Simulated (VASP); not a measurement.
# CdS (P6_3mc) in VASP: further runs, part 2 of 2

VASP 6.6.1. The steps go on from the part before.

### Step 3. Single point, r2SCAN (in-plane strain -0.005, then relaxed in part)

POSCAR

```
CdS
1.0
    4.1429751122      0.0000000000      0.0000000000
   -2.0714875561      3.5879216944      0.0000000000
    0.0000000000      0.0000000000      6.7983320311
Cd S
2 2
Direct
    0.3333333333      0.6666666667      0.0002109470
    0.6666666667      0.3333333333      0.5002109470
    0.3333333333      0.6666666667      0.3747890530
    0.6666666667      0.3333333333      0.8747890530
```

INCAR.step1

```
SYSTEM = CdS
PREC = Accurate
ENCUT = 520
ISMEAR = 0
SIGMA = 0.01
LREAL = .False.
LASPH = .True.
NELM = 100
NBANDS = 26
GGA = PE
ALGO = Normal
EDIFF = 1E-4
LWAVE = .True.
LCHARG = .False.
```

INCAR.step2

```
SYSTEM = CdS
PREC = Accurate
ENCUT = 520
EDIFF = 1E-6
ISMEAR = 0
SIGMA = 0.01
LREAL = .False.
LASPH = .True.
NELM = 100
ALGO = Normal
ISIF = 2
LWAVE = .False.
LCHARG = .False.
METAGGA = R2SCAN
LMIXTAU = .True.
NBANDS = 26
ISTART = 1
```

KPOINTS

```
regular mesh
0
Gamma
  6 6 4
  0 0 0
```

Potentials or basis: VASP PAW PBE potentials, release 64 (Cd, S).

Command:

```
> cat potpaw_PBE.64/Cd/POTCAR potpaw_PBE.64/S/POTCAR > POTCAR
> cp INCAR.step1 INCAR
> mpirun -np 1 vasp_std > vasp.out
> cp INCAR.step2 INCAR
> mpirun -np 1 vasp_std > vasp.out
```

OUTCAR:

```text
SYSTEM = CdS
   PREC = Accurate
   ENCUT = 520
   EDIFF = 1E-6
   ISMEAR = 0
   LREAL = .False.
   LASPH = .True.
   NELM = 100
   ISIF = 2
   METAGGA = R2SCAN
   ISTART = 1

 ion  position               nearest neighbor table
   1  0.333  0.667  0.000-   4 2.54   4 2.54   4 2.54   3 2.55
   2  0.667  0.333  0.500-   3 2.54   3 2.54   3 2.54   4 2.55
   3  0.333  0.667  0.375-   2 2.54   2 2.54   2 2.54   1 2.55
   4  0.667  0.333  0.875-   1 2.54   1 2.54   1 2.54   2 2.55

  LATTYP: Found a hexagonal cell.
 ALAT       =     4.1429751122
 C/A-ratio  =     1.6409299711

  Lattice vectors:

 A1 = (   4.1429751122,   0.0000000000,   0.0000000000)
 A2 = (  -2.0714875561,   3.5879216944,   0.0000000000)
 A3 = (   0.0000000000,   0.0000000000,   6.7983320311)

Analysis of symmetry for initial positions (statically):
=====================================================================
 Subroutine PRICEL returns:
 Original cell was already a primitive cell.

 Routine SETGRP: Setting up the symmetry group for a
 hexagonal supercell.

 Subroutine GETGRP returns: Found 12 space group operations
 (whereof  6 operations were pure point group operations)
 out of a pool of 24 trial point group operations.

The static configuration has the point symmetry C_3v.
 The point group associated with its full space group is C_6v.

Analysis of symmetry for dynamics (positions and initial velocities):
=====================================================================
 Subroutine PRICEL returns:
 Original cell was already a primitive cell.

 Routine SETGRP: Setting up the symmetry group for a
 hexagonal supercell.

 Subroutine GETGRP returns: Found 12 space group operations
 (whereof  6 operations were pure point group operations)
 out of a pool of 24 trial point group operations.

The dynamic configuration has the point symmetry C_3v.
 The point group associated with its full space group is C_6v.

 Subroutine INISYM returns: Found 12 space group operations
 (whereof  6 operations are pure point group operations),
 and found     1 'primitive' translations

----------------------------------------------------------------------------------------

                                     Primitive cell

  volume of cell :     101.0550

  direct lattice vectors                    reciprocal lattice vectors
     4.142975112  0.000000000  0.000000000     0.241372437  0.139356442  0.000000000
    -2.071487556  3.587921694  0.000000000     0.000000000  0.278712883  0.000000000
     0.000000000  0.000000000  6.798332031     0.000000000  0.000000000  0.147094904

  length of vectors
     4.142975112  4.142975112  6.798332031     0.278712883  0.278712883  0.147094904

  position of ions in fractional coordinates (direct lattice)
     0.333333333  0.666666667  0.000210947
     0.666666667  0.333333333  0.500210947
     0.333333333  0.666666667  0.374789053
     0.666666667  0.333333333  0.874789053

  ion indices of the primitive-cell ions
   primitive index   ion index
                 1           1
                 2           2
                 3           3
                 4           4

----------------------------------------------------------------------------------------

 KPOINTS: regular mesh

Automatic generation of k-mesh.
 Grid dimensions read from file:
 generate k-points for:    6    6    4

 Generating k-lattice:

  Cartesian coordinates                     Fractional coordinates (reciprocal lattice)
     0.040228740  0.023226074  0.000000000     0.166666667  0.000000000  0.000000000
     0.000000000  0.046452147  0.000000000     0.000000000  0.166666667  0.000000000
     0.000000000  0.000000000  0.036773726     0.000000000  0.000000000  0.250000000

  Length of vectors
     0.046452147  0.046452147  0.036773726

  Shift w.r.t. Gamma in fractional coordinates (k-lattice)
     0.000000000  0.000000000  0.000000000

 Subroutine IBZKPT returns following result:
 ===========================================

 Found     21 irreducible k-points:

 Following reciprocal coordinates:
            Coordinates               Weight
  0.000000  0.000000  0.000000      1.000000
  0.166667  0.000000  0.000000      6.000000
  0.333333  0.000000  0.000000      6.000000
  0.500000  0.000000  0.000000      3.000000
  0.166667  0.166667  0.000000      6.000000
  0.333333  0.166667  0.000000     12.000000
[... 13 lines left out ...]
  0.333333  0.166667  0.500000     12.000000
  0.333333  0.333333  0.500000      2.000000
   k-points           NKPTS =     21   k-points in BZ     NKDIM =     21   number of bands    NBANDS=     26
   number of dos      NEDOS =    301   number of ions     NIONS =      4
   total plane-waves  NPLWV =  55296
   dimension x,y,z NGX =    32 NGY =   32 NGZ =   54
   dimension x,y,z NGXF=    64 NGYF=   64 NGZF=  108
   ions per type =               2   2
   NGX,Y,Z   is equivalent  to a cutoff of  12.84, 12.84, 13.21 a.u.
   NGXF,Y,Z  is equivalent  to a cutoff of  25.68, 25.68, 26.41 a.u.
 SYSTEM =  CdS
   PREC   = accura    normal or accurate (medium, high low for compatibility)
   ISTART =      1    job   : 0-new  1-cont  2-samecut
   ICHARG =      0    charge: 1-file 2-atom 10-const
   ISPIN  =      1    spin polarized calculation?
   LNONCOLLINEAR =      F non collinear calculations
   LSORBIT =      F    spin-orbit coupling
   LASPH  =      T    aspherical Exc in radial PAW
   ENCUT  =  520.0 eV  38.22 Ry    6.18 a.u.   7.70  7.70 12.64*2*pi/ulx,y,z
   NELM   =    100;   NELMIN=  2; NELMDL=  0     # of ELM steps
   EDIFF  = 0.1E-05   stopping-criterion for ELM
   LREAL  =      F    real-space projection
   EDIFFG = 0.1E-04   stopping-criterion for IOM
   NSW    =      0    number of steps for IOM
   IBRION =     -1    ionic relax: 0-MD 1-quasi-New 2-CG
   NFREE  =      0    steps in history (QN), initial steepest desc. (CG)
   ISIF   =      2    stress and relaxation
   ISYM   =      2    0-nonsym 1-usesym 2-fastsym
   POTIM  = 0.5000    time-step for ionic-motion
   TEBEG  =    0.0;   TEEND  =   0.0 temperature during run
   PSTRESS=    0.0 pullay stress
   NELECT =      36.0000    total number of electrons
   NUPDOWN=      -1.0000    fix difference up-down
   EMIN   =  10.00;   EMAX   =-10.00  energy-range for DOS
   EFERMI =   0.00;   METHOD = LEGACY
   ISMEAR =     0;   SIGMA  =   0.01  broadening in eV -4-tet -1-fermi 0-gaus
   EFERMI_NEDOS =   21; number of points for ismear=-14 and -15
   IALGO  =     38    algorithm
   IMIX   =      4    mixing-type and parameters
     AMIX     =   0.40;   BMIX     =  1.00
     AMIX_MAG =   1.60;   BMIX_MAG =  1.00
  volume/ion in A,a.u.               =      25.26       170.49
  Fermi-wavevector in a.u.,A,eV,Ry     =   1.160530  2.193084 18.324739  1.346830
  Thomas-Fermi vector in A             =   2.297112
   LORBIT       =      0    0 simple, 1 ext, 2 COOP (PROOUT), +10 PAW based schemes
   METAGGA = R2SCAN    functional components
   LHFCALC =     F    Hartree Fock is set to
   AEXX    =    0.0000 exact exchange contribution
   IVDW    =     0    specifies the selected vdW correction
   LEPSILON=     F    determine dielectric tensor
   LRPA    =     F    only Hartree local field effects (RPA)
 non-spin polarized calculation
 Gauss-broadening in eV      SIGMA  =   0.01
  energy-cutoff  :      520.00
  volume of cell :      101.05
 maximum number of plane-waves:      2748
 NGX is ok and might be reduce to    32
   NGX = 15   NGY = 15   NGZ = 25

 number of electron      36.0000001 magnetization

 Free energy of the ion-electron system (eV)
  ---------------------------------------------------
  ext. energy  EPLUGINS =         0.00000000
  ---------------------------------------------------
  free energy    TOTEN  =       -59.37819378 eV

  energy without entropy =      -59.37819378  energy(sigma->0) =      -59.37819378

 E-fermi :   0.9819     XC(G=0):  -9.6373

 val. band max:        0.9044243591   @ k =   0.0000   0.0000   0.0000
 cond. band min:       2.5247484811   @ k =   0.0000   0.0000   0.0000
 fundamental gap:      1.6203241220
 Fermi energy:         0.9818657269

 k-point     1 :       0.0000    0.0000    0.0000
  band No.  band energies     occupation
      1     -11.8709      2.00000
      2     -11.4575      2.00000
      3      -6.9942      2.00000
      4      -6.9817      2.00000
      5      -6.9817      2.00000
      6      -6.8935      2.00000
[... 598 lines left out ...]
     25      10.6624      0.00000
     26      10.6624      0.00000

------------------------ aborting loop because EDIFF is reached ----------------------------------------

  FORCE on cell =-STRESS in cart. coord.  units (eV):
  Direction    XX          YY          ZZ          XY          YZ          ZX
  --------------------------------------------------------------------------------------
  -------------------------------------------------------------------------------------
  Total        0.5039545      0.5039545      0.2059093      0.0000000      0.0000000      0.0000000
  in kB        7.9899537      7.9899537      3.2645919      0.0000000      0.0000000      0.0000000
  external PRESSURE =       6.4148331 kB  Pullay stress =       0.0000000 kB

 VOLUME and BASIS-vectors are now :
 -----------------------------------------------------------------------------
  energy-cutoff  :      520.00
  volume of cell :      101.05
      direct lattice vectors                 reciprocal lattice vectors
     4.142975112  0.000000000  0.000000000     0.241372437  0.139356442  0.000000000
    -2.071487556  3.587921694  0.000000000     0.000000000  0.278712883  0.000000000
     0.000000000  0.000000000  6.798332031     0.000000000  0.000000000  0.147094904

 POSITION                                       TOTAL-FORCE (eV/Angst)
 -----------------------------------------------------------------------------------
     -0.00000      2.39195      0.00143        -0.000000      0.000000      0.000837
      2.07149      1.19597      3.40060         0.000000     -0.000000      0.000837
     -0.00000      2.39195      2.54794         0.000000      0.000000     -0.000837
      2.07149      1.19597      5.94711        -0.000000      0.000000     -0.000837
 -----------------------------------------------------------------------------------
    total drift:                               -0.000000     -0.000000      0.003095

  FREE ENERGIE OF THE ION-ELECTRON SYSTEM (eV)
  ---------------------------------------------------
  free  energy   TOTEN  =       -59.3781937751 eV

  energy  without entropy=      -59.3781937751  energy(sigma->0) =      -59.37819378
```

It took 2.2 min on 1 thread of AMD EPYC 9R45 (Zen 5), shared host; peak memory 0.22 GiB.

Results:

| Property | Result |
| --- | --- |
| Free energy | -59.3782 eV |
| Pressure | 0.6 GPa |
| Band gap on the k mesh | 1.62 eV |

Caveat: the cell differs from its parent crystal (in-plane strain -0.005, then relaxed in part); the PAW data sets were made with another functional, which shifts forces and pressure a little.

### Step 4. Single point, r2SCAN (in-plane strain -0.005)

POSCAR

```
CdS
1.0
    4.1429751122      0.0000000000      0.0000000000
   -2.0714875561      3.5879216944      0.0000000000
    0.0000000000      0.0000000000      6.7865470590
Cd S
2 2
Direct
    0.3333333333      0.6666666667     -0.0009613637
    0.6666666667      0.3333333333      0.4990386363
    0.3333333333      0.6666666667      0.3759613637
    0.6666666667      0.3333333333      0.8759613637
```

INCAR.step1

```
SYSTEM = CdS
  PREC = Accurate
  ENCUT = 520
  ISMEAR = 0
  SIGMA = 0.01
  LREAL = .False.
  LASPH = .True.
  NELM = 100
  NBANDS = 26
  GGA = PE
  ALGO = Normal
  EDIFF = 1E-4
  LWAVE = .True.
  LCHARG = .False.
```

INCAR.step2

```
SYSTEM = CdS
  PREC = Accurate
  ENCUT = 520
  EDIFF = 1E-7
  ISMEAR = 0
  SIGMA = 0.01
  LREAL = .False.
  LASPH = .True.
  NELM = 100
  ALGO = Normal
  ISIF = 2
  LWAVE = .False.
  LCHARG = .False.
  METAGGA = R2SCAN
  LMIXTAU = .True.
  NBANDS = 26
  ISTART = 1
```

KPOINTS is that of step 3.

Potentials or basis: VASP PAW PBE potentials, release 64 (Cd, S).

Command:

```
> cat potpaw_PBE.64/Cd/POTCAR potpaw_PBE.64/S/POTCAR > POTCAR
> cp INCAR.step1 INCAR
> mpirun -np 1 vasp_std > vasp.out
> cp INCAR.step2 INCAR
> mpirun -np 1 vasp_std > vasp.out
```

OUTCAR:

```text
SYSTEM = CdS
   PREC = Accurate
   ENCUT = 520
   EDIFF = 1E-7
   ISMEAR = 0
   LREAL = .False.
   LASPH = .True.
   NELM = 100
   ISIF = 2
   METAGGA = R2SCAN
   ISTART = 1

 ion  position               nearest neighbor table
   1  0.333  0.667  0.999-   4 2.53   4 2.53   4 2.53   3 2.56
   2  0.667  0.333  0.499-   3 2.53   3 2.53   3 2.53   4 2.56
   3  0.333  0.667  0.376-   2 2.53   2 2.53   2 2.53   1 2.56
   4  0.667  0.333  0.876-   1 2.53   1 2.53   1 2.53   2 2.56

  LATTYP: Found a hexagonal cell.
 ALAT       =     4.1429751122
[... 805 lines left out ...]
  --------------------------------------------------------------------------------------
  -------------------------------------------------------------------------------------
  Total        0.6614177      0.6614177      0.1193366      0.0000000      0.0000000      0.0000000
  in kB       10.5046655     10.5046655      1.8953091      0.0000000      0.0000000      0.0000000
  external PRESSURE =       7.6348800 kB  Pullay stress =       0.0000000 kB

 VOLUME and BASIS-vectors are now :
 -----------------------------------------------------------------------------
  energy-cutoff  :      520.00
  volume of cell :      100.88
      direct lattice vectors                 reciprocal lattice vectors
     4.142975112  0.000000000  0.000000000     0.241372437  0.139356442  0.000000000
    -2.071487556  3.587921694  0.000000000     0.000000000  0.278712883  0.000000000
     0.000000000  0.000000000  6.786547059     0.000000000  0.000000000  0.147350338

 POSITION                                       TOTAL-FORCE (eV/Angst)
 -----------------------------------------------------------------------------------
     -0.00000      2.39195      6.78002        -0.000000     -0.000000      0.062107
      2.07149      1.19597      3.38675         0.000000      0.000000      0.062107
     -0.00000      2.39195      2.55148        -0.000000      0.000000     -0.062107
      2.07149      1.19597      5.94475        -0.000000     -0.000000     -0.062107
 -----------------------------------------------------------------------------------
    total drift:                               -0.000000     -0.000000     -0.007621

  FREE ENERGIE OF THE ION-ELECTRON SYSTEM (eV)
  ---------------------------------------------------
  free  energy   TOTEN  =       -59.3768798302 eV

  energy  without entropy=      -59.3768798302  energy(sigma->0) =      -59.37687983
```

OSZICAR.step1:

```text
N       E                     dE             d eps       ncg     rms          rms(c)
DAV:   1     0.246369569753E+03    0.24637E+03   -0.17531E+04  1092   0.127E+03
DAV:   2     0.279877367180E+00   -0.24609E+03   -0.23796E+03  1186   0.321E+02
DAV:   3    -0.132210846134E+02   -0.13501E+02   -0.13418E+02  1318   0.749E+01
DAV:   4    -0.133596291849E+02   -0.13854E+00   -0.13841E+00  1218   0.727E+00
DAV:   5    -0.133617691620E+02   -0.21400E-02   -0.21399E-02  1312   0.904E-01    0.111E+01
DAV:   6    -0.122940166003E+02    0.10678E+01   -0.19119E+00  1442   0.141E+01    0.879E+00
DAV:   7    -0.122748227040E+02    0.19194E-01   -0.72279E-01  1150   0.452E+00    0.396E+00
DAV:   8    -0.122719682589E+02    0.28544E-02   -0.85871E-02  1210   0.290E+00    0.536E-01
DAV:   9    -0.122707359837E+02    0.12323E-02   -0.14402E-02  1196   0.149E+00    0.152E-01
DAV:  10    -0.122709359070E+02   -0.19992E-03   -0.12128E-03  1164   0.352E-01    0.114E-01
DAV:  11    -0.122710868692E+02   -0.15096E-03   -0.27674E-04  1126   0.117E-01    0.754E-02
DAV:  12    -0.122710895067E+02   -0.26374E-05   -0.12905E-04   802   0.882E-02
   1 F= -.12271090E+02 E0= -.12271090E+02  d E =-.749829E-40
```

Wall time 2.4 min (1 thread of AMD EPYC 9R45 (Zen 5), shared host); peak memory 0.21 GiB.

Results:

```yaml
Free_energy: -59.3769 eV
Pressure: 0.8 GPa
Largest_force: 0.062 eV/Å
Band_gap_on_the_k_mesh: 1.63 eV
```

Forces in eV/Å, atoms in the order of the input:
```
Cd   0.000  0.000  0.062
Cd   0.000  0.000  0.062
S    0.000  0.000 -0.062
S    0.000  0.000 -0.062
```

Stress tensor (GPa, compression positive):
```
1.05 0.00 0.00
0.00 1.05 0.00
0.00 0.00 0.19
```

Caveat: the cell differs from its parent crystal (in-plane strain -0.005); the PAW data sets were made with another functional, which shifts forces and pressure a little.

### Step 5. The runs side by side

```tsv
cell	gap on the mesh (eV)	pressure (GPa)
a = 4.122, b = 4.122, c = 6.831 Å, angles 90.0, 90.0, 120.0°, 4 atoms, atomic positions A	1.61	1.0
a = 4.143, b = 4.143, c = 6.798 Å, angles 90.0, 90.0, 120.0°, 4 atoms, atomic positions B	1.62	0.6
a = 4.143, b = 4.143, c = 6.787 Å, angles 90.0, 90.0, 120.0°, 4 atoms, atomic positions B	1.63	0.8
```

Alike in all rows: task single point; level r2SCAN; potentials or basis VASP PAW PBE potentials, release 64 (Cd, S); no spin polarisation; k mesh 6 × 6 × 4; cutoff (eV) 520; smearing gaussian 0.01 eV.

Caveats: the PAW data sets were made with another functional, which shifts forces and pressure a little.

Total energies depend on the potentials used, so only differences within one code and one set of settings carry meaning.
